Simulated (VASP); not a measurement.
# BN (BN (F-43m)) (F-43m) in VASP: a series of runs, part 2 of 2

VASP 6.6.1.

**4. Single point, PBE**

This run uses another cell than the first one: it holds 2 atoms, not 8.

INCAR

```
  ALGO = Normal
  EDIFF = 1E-7
  ENCUT = 520
  GGA = PE
  ISIF = 2
  ISMEAR = -1
  LASPH = True
  LCHARG = True
  LELF = True
  LREAL = False
  LVHAR = True
  LWAVE = False
  NBANDS = 11
  NELM = 100
  PREC = Accurate
  SIGMA = 0.01
```

KPOINTS

```
k-points
0
Gamma
  13 13 13
```

POSCAR

```
BN
1.0
    0.0000000000      1.8120551918      1.8120551918
    1.8120551918      0.0000000000      1.8120551918
    1.8120551918      1.8120551918      0.0000000000
B N
1 1
Direct
    0.0000000000      0.0000000000      0.0000000000
    0.2500000000      0.2500000000      0.2500000000
```

Potentials or basis: VASP PAW PBE potentials, release 64 (B, N).

Run with:

```console
> cat potpaw_PBE.64/B/POTCAR potpaw_PBE.64/N/POTCAR > POTCAR
> mpirun -np 1 vasp_std > vasp.out
```

OUTCAR:

```text
EDIFF = 1E-7
   ENCUT = 520
   GGA = PE
   ISIF = 2
   ISMEAR = -1
   LASPH = True
   LREAL = False
   NELM = 100
   PREC = Accurate

 ion  position               nearest neighbor table
   1  0.000  0.000  0.000-   2 1.57   2 1.57   2 1.57   2 1.57
   2  0.250  0.250  0.250-   1 1.57   1 1.57   1 1.57   1 1.57

  LATTYP: Found a face centered cubic cell.
 ALAT       =     3.6241103836

  Lattice vectors:

 A1 = (   0.0000000000,   1.8120551918,   1.8120551918)
 A2 = (   1.8120551918,   0.0000000000,   1.8120551918)
 A3 = (   1.8120551918,   1.8120551918,   0.0000000000)

Analysis of symmetry for initial positions (statically):
=====================================================================
 Subroutine PRICEL returns:
 Original cell was already a primitive cell.

 Routine SETGRP: Setting up the symmetry group for a
 face centered cubic supercell.

 Subroutine GETGRP returns: Found 24 space group operations
 (whereof 24 operations were pure point group operations)
 out of a pool of 48 trial point group operations.

The static configuration has the point symmetry T_d .

Analysis of symmetry for dynamics (positions and initial velocities):
=====================================================================
 Subroutine PRICEL returns:
 Original cell was already a primitive cell.

 Routine SETGRP: Setting up the symmetry group for a
 face centered cubic supercell.

 Subroutine GETGRP returns: Found 24 space group operations
 (whereof 24 operations were pure point group operations)
 out of a pool of 48 trial point group operations.

The dynamic configuration has the point symmetry T_d .

 Subroutine INISYM returns: Found 24 space group operations
 (whereof 24 operations are pure point group operations),
 and found     1 'primitive' translations

----------------------------------------------------------------------------------------

                                     Primitive cell

  volume of cell :      11.8999

  direct lattice vectors                    reciprocal lattice vectors
     0.000000000  1.812055192  1.812055192    -0.275929785  0.275929785  0.275929785
     1.812055192  0.000000000  1.812055192     0.275929785 -0.275929785  0.275929785
     1.812055192  1.812055192  0.000000000     0.275929785  0.275929785 -0.275929785

  length of vectors
     2.562633028  2.562633028  2.562633028     0.477924407  0.477924407  0.477924407

  position of ions in fractional coordinates (direct lattice)
     0.000000000  0.000000000  0.000000000
     0.250000000  0.250000000  0.250000000

  ion indices of the primitive-cell ions
   primitive index   ion index
                 1           1
                 2           2

----------------------------------------------------------------------------------------

 KPOINTS: k-points

Automatic generation of k-mesh.
 Grid dimensions read from file:
 generate k-points for:   13   13   13

 Generating k-lattice:

  Cartesian coordinates                     Fractional coordinates (reciprocal lattice)
    -0.021225368  0.021225368  0.021225368     0.076923077  0.000000000  0.000000000
     0.021225368 -0.021225368  0.021225368     0.000000000  0.076923077  0.000000000
     0.021225368  0.021225368 -0.021225368     0.000000000  0.000000000  0.076923077

  Length of vectors
     0.036763416  0.036763416  0.036763416

  Shift w.r.t. Gamma in fractional coordinates (k-lattice)
     0.000000000  0.000000000  0.000000000

 Subroutine IBZKPT returns following result:
 ===========================================

 Found     84 irreducible k-points:

 Following reciprocal coordinates:
            Coordinates               Weight
  0.000000  0.000000  0.000000      1.000000
  0.076923  0.000000  0.000000      8.000000
  0.153846  0.000000  0.000000      8.000000
  0.230769  0.000000  0.000000      8.000000
  0.307692  0.000000  0.000000      8.000000
  0.384615  0.000000  0.000000      8.000000
[... 16 lines left out ...]
  0.384615  0.153846  0.000000     24.000000
  0.461538  0.153846  0.000000     24.000000
 [... further k-points ...]
   k-points           NKPTS =     84   k-points in BZ     NKDIM =     84   number of bands    NBANDS=     11
   number of dos      NEDOS =    301   number of ions     NIONS =      2
   total plane-waves  NPLWV =   8000
   dimension x,y,z NGX =    20 NGY =   20 NGZ =   20
   dimension x,y,z NGXF=    40 NGYF=   40 NGZF=   40
   ions per type =               1   1
   NGX,Y,Z   is equivalent  to a cutoff of  12.97, 12.97, 12.97 a.u.
   NGXF,Y,Z  is equivalent  to a cutoff of  25.95, 25.95, 25.95 a.u.
 SYSTEM =  unknown system
   PREC   = accura    normal or accurate (medium, high low for compatibility)
   ISTART =      0    job   : 0-new  1-cont  2-samecut
   ICHARG =      2    charge: 1-file 2-atom 10-const
   ISPIN  =      1    spin polarized calculation?
   LNONCOLLINEAR =      F non collinear calculations
   LSORBIT =      F    spin-orbit coupling
   LASPH  =      T    aspherical Exc in radial PAW
   ENCUT  =  520.0 eV  38.22 Ry    6.18 a.u.   4.76  4.76  4.76*2*pi/ulx,y,z
   NELM   =    100;   NELMIN=  2; NELMDL= -5     # of ELM steps
   EDIFF  = 0.1E-06   stopping-criterion for ELM
   LREAL  =      F    real-space projection
   EDIFFG = 0.1E-05   stopping-criterion for IOM
   NSW    =      0    number of steps for IOM
   IBRION =     -1    ionic relax: 0-MD 1-quasi-New 2-CG
   NFREE  =      0    steps in history (QN), initial steepest desc. (CG)
   ISIF   =      2    stress and relaxation
   ISYM   =      2    0-nonsym 1-usesym 2-fastsym
   POTIM  = 0.5000    time-step for ionic-motion
   TEBEG  =    0.0;   TEEND  =   0.0 temperature during run
   PSTRESS=    0.0 pullay stress
   NELECT =       8.0000    total number of electrons
   NUPDOWN=      -1.0000    fix difference up-down
   EMIN   =  10.00;   EMAX   =-10.00  energy-range for DOS
   EFERMI =   0.00;   METHOD = LEGACY
   ISMEAR =    -1;   SIGMA  =   0.01  broadening in eV -4-tet -1-fermi 0-gaus
   EFERMI_NEDOS =   21; number of points for ismear=-14 and -15
   IALGO  =     38    algorithm
   IMIX   =      4    mixing-type and parameters
     AMIX     =   0.40;   BMIX     =  1.00
     AMIX_MAG =   1.60;   BMIX_MAG =  1.00
  volume/ion in A,a.u.               =       5.95        40.15
  Fermi-wavevector in a.u.,A,eV,Ry     =   1.434135  2.710122 27.983695  2.056744
  Thomas-Fermi vector in A             =   2.553577
   LORBIT       =      0    0 simple, 1 ext, 2 COOP (PROOUT), +10 PAW based schemes
   GGA     = PE    functional components
   LHFCALC =     F    Hartree Fock is set to
   AEXX    =    0.0000 exact exchange contribution
   IVDW    =     0    specifies the selected vdW correction
   LEPSILON=     F    determine dielectric tensor
   LRPA    =     F    only Hartree local field effects (RPA)
 non-spin polarized calculation
  energy-cutoff  :      520.00
  volume of cell :       11.90
 maximum number of plane-waves:       331
   NGX =  9   NGY =  9   NGZ =  9

 number of electron       7.9999999 magnetization

 Free energy of the ion-electron system (eV)
  ---------------------------------------------------
  ext. energy  EPLUGINS =         0.00000000
  ---------------------------------------------------
  free energy    TOTEN  =       -17.45097191 eV

  energy without entropy =      -17.45097191  energy(sigma->0) =      -17.45097191

 E-fermi :   7.6457     XC(G=0): -12.7848

 val. band max:        7.3102068599   @ k =   0.0000   0.0000   0.0000
 cond. band min:      11.8353980352   @ k =   0.4615   0.4615   0.0000
 fundamental gap:      4.5251911753
 Fermi energy:         7.6456557035

 k-point     1 :       0.0000    0.0000    0.0000
  band No.  band energies     occupation
      1     -12.8348      2.00000
      2       7.3102      2.00000
      3       7.3102      2.00000
      4       7.3102      2.00000
      5      16.0941      0.00000
      6      16.0941      0.00000
      7      16.0941      0.00000
      8      17.5370      0.00000
      9      31.9209      0.00000
     10      34.9868      0.00000
     11      34.9868      0.00000
[... 309 lines left out ...]
 k-point    24 :       0.4615    0.1538    0.0000
  band No.  band energies     occupation
      1      -8.8889      2.00000
      2      -1.9012      2.00000
      3       4.0655      2.00000
      4       4.5028      2.00000
      5      16.1699      0.00000
      6      19.3470      0.00000
      7      19.7722      0.00000
      8      21.9055      0.00000
      9      28.0869      0.00000
     10      33.4092      0.00000
     11      35.2478      0.00000

 [... further k-points ...]
[... 5 lines left out ...]
  --------------------------------------------------------------------------------------
  -------------------------------------------------------------------------------------
  Total        0.0310764      0.0310764      0.0310764      0.0000000      0.0000000      0.0000000
  in kB        4.1840546      4.1840546      4.1840546      0.0000000      0.0000000      0.0000000
  external PRESSURE =       4.1840546 kB  Pullay stress =       0.0000000 kB

 VOLUME and BASIS-vectors are now :
 -----------------------------------------------------------------------------
  energy-cutoff  :      520.00
  volume of cell :       11.90
      direct lattice vectors                 reciprocal lattice vectors
     0.000000000  1.812055192  1.812055192    -0.275929785  0.275929785  0.275929785
     1.812055192  0.000000000  1.812055192     0.275929785 -0.275929785  0.275929785
     1.812055192  1.812055192  0.000000000     0.275929785  0.275929785 -0.275929785

 POSITION                                       TOTAL-FORCE (eV/Angst)
 -----------------------------------------------------------------------------------
      0.00000      0.00000      0.00000        -0.000000     -0.000000     -0.000000
      0.90603      0.90603      0.90603         0.000000      0.000000      0.000000
 -----------------------------------------------------------------------------------
    total drift:                                0.000000      0.000000      0.000000

  FREE ENERGIE OF THE ION-ELECTRON SYSTEM (eV)
  ---------------------------------------------------
  free  energy   TOTEN  =       -17.4509719075 eV

  energy  without entropy=      -17.4509719075  energy(sigma->0) =      -17.45097191
```

stdout:

```text
POSCAR found type information on POSCAR B N
 POSCAR found :  2 types and       2 ions
 scaLAPACK will be used
 LDA part: xc-table for (Slater+PW92), standard interpolation
 POSCAR, INCAR and KPOINTS ok, starting setup
 FFT: planning ... GRIDC
 FFT: planning ... GRID_SOFT
 FFT: planning ... GRID
 WAVECAR not read
 entering main loop
```

Run time: 11 s. Hardware: 1 thread of AMD EPYC 9R45 (Zen 5), shared host; peak memory 0.09 GiB.

Results:

- Free energy: -17.4510 eV
- Pressure: 0.4 GPa
- Band gap on the k mesh: 4.53 eV, indirect (least direct gap 8.78 eV)

Levels at points of the mesh, in eV from the valence-band top:
| k point | band 2 | band 3 | band 4 | band 5 | band 6 | band 7 |
| --- | --- | --- | --- | --- | --- | --- |
| (0.00, 0.00, 0.00) | 0.00 | 0.00 | 0.00 | 8.78 | 8.78 | 8.78 |

A k mesh can miss the band edges.

**5. Overview**

| cell | k mesh | smearing | gap on the mesh (eV) | pressure (GPa) |
| --- | --- | --- | --- | --- |
| a = 3.624 Å, 8 atoms | 3 × 3 × 3 | gaussian 0.01 eV | 4.45 | 0.5 |
| a = 2.563 Å, angles 60.0°, 2 atoms | 13 × 13 × 13 | gaussian 0.01 eV | 4.53 | 0.4 |
| a = 2.563 Å, angles 60.0°, 2 atoms | 13 × 13 × 13 | fermi-dirac 0.01 eV | 4.53 | 0.4 |

Alike in all rows: task single point; level PBE; potentials or basis VASP PAW PBE potentials, release 64 (B, N); no spin polarisation; cutoff (eV) 520.

Caveats: some runs use coarse meshes.

Total energies depend on the potentials used, so only differences within one code and one set of settings carry meaning.
